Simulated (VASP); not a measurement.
# HC5 (f.alt) in VASP: single point with PBEsol

Aim: the single point of HC5 (f.alt) with PBEsol.

Everything below comes from runs of VASP 6.6.1. Logs are shortened: lines on timing, memory, paths and dates and some standing lists are left out, and cuts for length are marked.

**1. The cell of the first run**

The cell holds a slab with vacuum, 12 atoms: a = 2.513 Å, b = 2.513 Å, c = 25.000 Å, α = 90.00°, β = 90.00°, γ = 120.00°.

**2. Single point, PBEsol**

File INCAR:

```
SYSTEM = HC5
PREC = Accurate
ENCUT = 520
EDIFF = 1E-6
ISMEAR = 0
SIGMA = 0.03
LREAL = .FALSE.
LASPH = .TRUE.
NELM = 120
ALGO = Normal
ISIF = 2
LWAVE = .FALSE.
LCHARG = .FALSE.
LDIPOL = .TRUE.
IDIPOL = 3
DIPOL = 0.5 0.5 0.500
GGA = PS
NBANDS = 33
GGA_COMPAT = .FALSE.
NELMDL = -8
```

File KPOINTS:

```
Automatic mesh
0
G
  12 12 1
  0 0 0
```

File POSCAR:

```
HC5
1.0
    2.5129219178      0.0000000288      0.0000000000
   -1.2564609838      2.1762542041      0.0000000000
    0.0000000000      0.0000000000     25.0001071115
C H
10 2
Direct
    1.0000000000      0.0000000000      0.3264943934
    0.6666666667      0.3333333333      0.3458840960
    0.6666666667      0.3333333333      0.4077143329
    0.3333333333      0.6666666667      0.4281762158
    0.3333333333      0.6666666667      0.4897460217
    0.0000000000      0.0000000000      0.5102560177
    0.0000000000      0.0000000000      0.5718257854
    0.6666666667      0.3333333333      0.5922876211
    0.6666666667      0.3333333333      0.6541179025
    0.3333333333      0.6666666667      0.6735075933
    0.3333333333      0.6666666667      0.7180636629
    1.0000000000      0.0000000000      0.2819383361
```

Potentials or basis: VASP PAW PBE potentials, release 64 (C, H).

The run is started by

```console
cat potpaw_PBE.64/C/POTCAR potpaw_PBE.64/H/POTCAR > POTCAR
mpirun -np 1 vasp_std > vasp.out
```

OUTCAR:

```text
SYSTEM = HC5
   PREC = Accurate
   ENCUT = 520
   EDIFF = 1E-6
   ISMEAR = 0
   LREAL = .FALSE.
   LASPH = .TRUE.
   NELM = 120
   ISIF = 2
   GGA = PS
   NELMDL = -8

 ion  position               nearest neighbor table
   1  0.000  0.000  0.326-  12 1.11   2 1.53   2 1.53   2 1.53
   2  0.667  0.333  0.346-   1 1.53   1 1.53   1 1.53   3 1.55
   3  0.667  0.333  0.408-   4 1.54   4 1.54   4 1.54   2 1.55
   4  0.333  0.667  0.428-   3 1.54   3 1.54   3 1.54   5 1.54
   5  0.333  0.667  0.490-   6 1.54   6 1.54   6 1.54   4 1.54
   6  0.000  0.000  0.510-   5 1.54   5 1.54   5 1.54   7 1.54
   7  0.000  0.000  0.572-   8 1.54   8 1.54   8 1.54   6 1.54
   8  0.667  0.333  0.592-   7 1.54   7 1.54   7 1.54   9 1.55
   9  0.667  0.333  0.654-  10 1.53  10 1.53  10 1.53   8 1.55
  10  0.333  0.667  0.674-  11 1.11   9 1.53   9 1.53   9 1.53
  11  0.333  0.667  0.718-  10 1.11
  12  0.000  0.000  0.282-   1 1.11

  LATTYP: Found a hexagonal cell.
 ALAT       =     2.5129219178
 C/A-ratio  =     9.9486207408

  Lattice vectors:

 A1 = (   2.5129219178,   0.0000000288,   0.0000000000)
 A2 = (  -1.2564609838,   2.1762542041,   0.0000000000)
 A3 = (   0.0000000000,   0.0000000000,  25.0001071115)

Analysis of symmetry for initial positions (statically):
=====================================================================
 Subroutine PRICEL returns:
 Original cell was already a primitive cell.

 Routine SETGRP: Setting up the symmetry group for a
 hexagonal supercell.

 Subroutine GETGRP returns: Found 12 space group operations
 (whereof  6 operations were pure point group operations)
 out of a pool of 24 trial point group operations.

The static configuration has the point symmetry C_3v.
 The point group associated with its full space group is D_3d.

Analysis of symmetry for dynamics (positions and initial velocities):
=====================================================================
 Subroutine PRICEL returns:
 Original cell was already a primitive cell.

 Routine SETGRP: Setting up the symmetry group for a
 hexagonal supercell.

 Subroutine GETGRP returns: Found 12 space group operations
 (whereof  6 operations were pure point group operations)
 out of a pool of 24 trial point group operations.

The dynamic configuration has the point symmetry C_3v.
 The point group associated with its full space group is D_3d.

 Subroutine INISYM returns: Found 12 space group operations
 (whereof  6 operations are pure point group operations),
 and found     1 'primitive' translations

----------------------------------------------------------------------------------------

                                     Primitive cell

  volume of cell :     136.7195

  direct lattice vectors                    reciprocal lattice vectors
     2.512921918  0.000000029  0.000000000     0.397943122  0.229752575  0.000000000
    -1.256460984  2.176254204  0.000000000    -0.000000005  0.459505140  0.000000000
     0.000000000  0.000000000 25.000107112     0.000000000  0.000000000  0.039999829

  length of vectors
     2.512921918  2.512921918 25.000107112     0.459505140  0.459505140  0.039999829

  position of ions in fractional coordinates (direct lattice)
     0.000000000  0.000000000  0.326494393
     0.666666667  0.333333333  0.345884096
     0.666666667  0.333333333  0.407714333
     0.333333333  0.666666667  0.428176216
     0.333333333  0.666666667  0.489746022
     0.000000000  0.000000000  0.510256018
     0.000000000  0.000000000  0.571825785
     0.666666667  0.333333333  0.592287621
     0.666666667  0.333333333  0.654117902
     0.333333333  0.666666667  0.673507593
     0.333333333  0.666666667  0.718063663
     0.000000000  0.000000000  0.281938336

  ion indices of the primitive-cell ions
   primitive index   ion index
                 1           1
                 2           2
                 3           3
                 4           4
                 5           5
                 6           6
                 7           7
                 8           8
                 9           9
                10          10
                11          11
                12          12

----------------------------------------------------------------------------------------

 KPOINTS: Automatic mesh

Automatic generation of k-mesh.
 Grid dimensions read from file:
 generate k-points for:   12   12    1

 Generating k-lattice:

  Cartesian coordinates                     Fractional coordinates (reciprocal lattice)
     0.033161927  0.019146048  0.000000000     0.083333333 -0.000000000  0.000000000
    -0.000000000  0.038292095  0.000000000    -0.000000000  0.083333333  0.000000000
     0.000000000  0.000000000  0.039999829     0.000000000  0.000000000  1.000000000

  Length of vectors
     0.038292095  0.038292095  0.039999829

  Shift w.r.t. Gamma in fractional coordinates (k-lattice)
     0.000000000  0.000000000  0.000000000

 Subroutine IBZKPT returns following result:
 ===========================================

 Found     19 irreducible k-points:

 Following reciprocal coordinates:
            Coordinates               Weight
  0.000000  0.000000  0.000000      1.000000
  0.083333  0.000000  0.000000      6.000000
  0.166667  0.000000  0.000000      6.000000
  0.250000 -0.000000  0.000000      6.000000
  0.333333  0.000000  0.000000      6.000000
  0.416667  0.000000  0.000000      6.000000
[... 11 lines left out ...]
  0.333333  0.250000  0.000000     12.000000
  0.333333  0.333333  0.000000      2.000000
   k-points           NKPTS =     19   k-points in BZ     NKDIM =     19   number of bands    NBANDS=     33
   number of dos      NEDOS =    301   number of ions     NIONS =     12
   total plane-waves  NPLWV =  76800
   dimension x,y,z NGX =    20 NGY =   20 NGZ =  192
   dimension x,y,z NGXF=    40 NGYF=   40 NGZF=  384
   ions per type =              10   2
   NGX,Y,Z   is equivalent  to a cutoff of  13.23, 13.23, 12.77 a.u.
   NGXF,Y,Z  is equivalent  to a cutoff of  26.46, 26.46, 25.54 a.u.
 SYSTEM =  HC5
   PREC   = accura    normal or accurate (medium, high low for compatibility)
   ISTART =      0    job   : 0-new  1-cont  2-samecut
   ICHARG =      2    charge: 1-file 2-atom 10-const
   ISPIN  =      1    spin polarized calculation?
   LNONCOLLINEAR =      F non collinear calculations
   LSORBIT =      F    spin-orbit coupling
   LASPH  =      T    aspherical Exc in radial PAW
   ENCUT  =  520.0 eV  38.22 Ry    6.18 a.u.   4.67  4.67 46.48*2*pi/ulx,y,z
   NELM   =    120;   NELMIN=  2; NELMDL= -8     # of ELM steps
   EDIFF  = 0.1E-05   stopping-criterion for ELM
   LREAL  =      F    real-space projection
   EDIFFG = 0.1E-04   stopping-criterion for IOM
   NSW    =      0    number of steps for IOM
   IBRION =     -1    ionic relax: 0-MD 1-quasi-New 2-CG
   NFREE  =      0    steps in history (QN), initial steepest desc. (CG)
   ISIF   =      2    stress and relaxation
   ISYM   =      2    0-nonsym 1-usesym 2-fastsym
   POTIM  = 0.5000    time-step for ionic-motion
   TEBEG  =    0.0;   TEEND  =   0.0 temperature during run
   PSTRESS=    0.0 pullay stress
   NELECT =      42.0000    total number of electrons
   NUPDOWN=      -1.0000    fix difference up-down
   EMIN   =  10.00;   EMAX   =-10.00  energy-range for DOS
   EFERMI =   0.00;   METHOD = LEGACY
   ISMEAR =     0;   SIGMA  =   0.03  broadening in eV -4-tet -1-fermi 0-gaus
   EFERMI_NEDOS =   21; number of points for ismear=-14 and -15
   IALGO  =     38    algorithm
   IMIX   =      4    mixing-type and parameters
     AMIX     =   0.40;   BMIX     =  1.00
     AMIX_MAG =   1.60;   BMIX_MAG =  1.00
  volume/ion in A,a.u.               =      11.39        76.89
  Fermi-wavevector in a.u.,A,eV,Ry     =   1.104624  2.087436 16.601746  1.220194
  Thomas-Fermi vector in A             =   2.241099
   LORBIT       =      0    0 simple, 1 ext, 2 COOP (PROOUT), +10 PAW based schemes
   GGA     = PS    functional components
   LHFCALC =     F    Hartree Fock is set to
   AEXX    =    0.0000 exact exchange contribution
   IVDW    =     0    specifies the selected vdW correction
   LEPSILON=     F    determine dielectric tensor
   LRPA    =     F    only Hartree local field effects (RPA)
 non-spin polarized calculation
 Gauss-broadening in eV      SIGMA  =   0.03
  energy-cutoff  :      520.00
  volume of cell :      136.72
 maximum number of plane-waves:      3765
 NGX is ok and might be reduce to    20
   NGX =  9   NGY =  9   NGZ = 93

 dipolmoment           0.000000      0.000000     -0.000000 electrons x Angstroem

 number of electron      42.0000002 magnetization

 dipolmoment           0.000000      0.000000      0.000002 electrons x Angstroem

 Free energy of the ion-electron system (eV)
  ---------------------------------------------------
  ext. energy  EPLUGINS =         0.00000000
  ---------------------------------------------------
  free energy    TOTEN  =      -103.39507117 eV

  energy without entropy =     -103.39507117  energy(sigma->0) =     -103.39507117

 E-fermi :   2.1497     XC(G=0):  -6.6449

 val. band max:        2.0246906332   @ k =   0.0000   0.0000   0.0000
 cond. band min:       4.8214255211   @ k =   0.0000   0.0000   0.0000
 fundamental gap:      2.7967348879
 Fermi energy:         2.1496546976

 k-point     1 :       0.0000    0.0000    0.0000
  band No.  band energies     occupation
      1     -19.1506      2.00000
      2     -18.4938      2.00000
      3     -17.4249      2.00000
      4     -15.9929      2.00000
      5     -14.3905      2.00000
      6     -10.6385      2.00000
[... 25 lines left out ...]
     32       9.8281      0.00000
     33      10.0214      0.00000
[... 617 lines left out ...]
      3     -11.7165      2.00000
      4     -11.6333      2.00000
      5     -10.4046      2.00000
      6     -10.4046      2.00000
[... 25 lines left out ...]
     32      13.6942      0.00000
     33      14.3097      0.00000

------------------------ aborting loop because EDIFF is reached ----------------------------------------

 vacuum level on the upper side and lower side of the slab       (xc-potential included)        -0.127        -0.127

  FORCE on cell =-STRESS in cart. coord.  units (eV):
  Direction    XX          YY          ZZ          XY          YZ          ZX
  --------------------------------------------------------------------------------------
  -------------------------------------------------------------------------------------
  Total        0.5713210      0.5713210      0.3948779      0.0000000      0.0000000      0.0000000
  in kB        6.6951490      6.6951490      4.6274625      0.0000000      0.0000000      0.0000000
  external PRESSURE =       6.0059201 kB  Pullay stress =       0.0000000 kB

 VOLUME and BASIS-vectors are now :
 -----------------------------------------------------------------------------
  energy-cutoff  :      520.00
  volume of cell :      136.72
      direct lattice vectors                 reciprocal lattice vectors
     2.512921918  0.000000029  0.000000000     0.397943122  0.229752575  0.000000000
    -1.256460984  2.176254204  0.000000000    -0.000000005  0.459505140  0.000000000
     0.000000000  0.000000000 25.000107112     0.000000000  0.000000000  0.039999829

 POSITION                                       TOTAL-FORCE (eV/Angst)
 -----------------------------------------------------------------------------------
      0.00000      0.00000      8.16239         0.000000      0.000000     -0.002071
      1.25646      0.72542      8.64714         0.000000      0.000000     -0.004181
      1.25646      0.72542     10.19290         0.000000     -0.000000     -0.008062
     -0.00000      1.45084     10.70445        -0.000000      0.000000      0.007555
     -0.00000      1.45084     12.24370         0.000000     -0.000000      0.006647
      0.00000      0.00000     12.75646        -0.000000     -0.000000     -0.006647
      0.00000      0.00000     14.29571         0.000000     -0.000000     -0.007555
      1.25646      0.72542     14.80725        -0.000000      0.000000      0.008062
      1.25646      0.72542     16.35302        -0.000000     -0.000000      0.004181
     -0.00000      1.45084     16.83776         0.000000     -0.000000      0.002071
     -0.00000      1.45084     17.95167         0.000000      0.000000      0.040015
      0.00000      0.00000      7.04849         0.000000     -0.000000     -0.040015
 -----------------------------------------------------------------------------------
    total drift:                               -0.000000      0.000000      0.000321

  FREE ENERGIE OF THE ION-ELECTRON SYSTEM (eV)
  ---------------------------------------------------
  free  energy   TOTEN  =      -103.3950711693 eV

  energy  without entropy=     -103.3950711693  energy(sigma->0) =     -103.39507117

 vacuum level on the upper side and lower side of the slab         5.505         5.505
```

It took 2.8 min on 1 thread of Intel Xeon 6975P-C, shared host; peak memory 0.28 GiB.

What came out:

```
Free energy            : -103.3951 eV
Largest force          : 0.040 eV/Å
Band gap on the k mesh : 2.80 eV, direct
```

Forces on the atoms (eV/Å):
```
C    0.000  0.000 -0.002
C    0.000  0.000 -0.004
C    0.000  0.000 -0.008
C    0.000  0.000  0.008
C    0.000  0.000  0.007
C    0.000  0.000 -0.007
C    0.000  0.000 -0.008
C    0.000  0.000  0.008
C    0.000  0.000  0.004
C    0.000  0.000  0.002
H    0.000  0.000  0.040
H    0.000  0.000 -0.040
```

Caveat: the PAW data sets were made with another functional, which shifts forces and pressure a little.
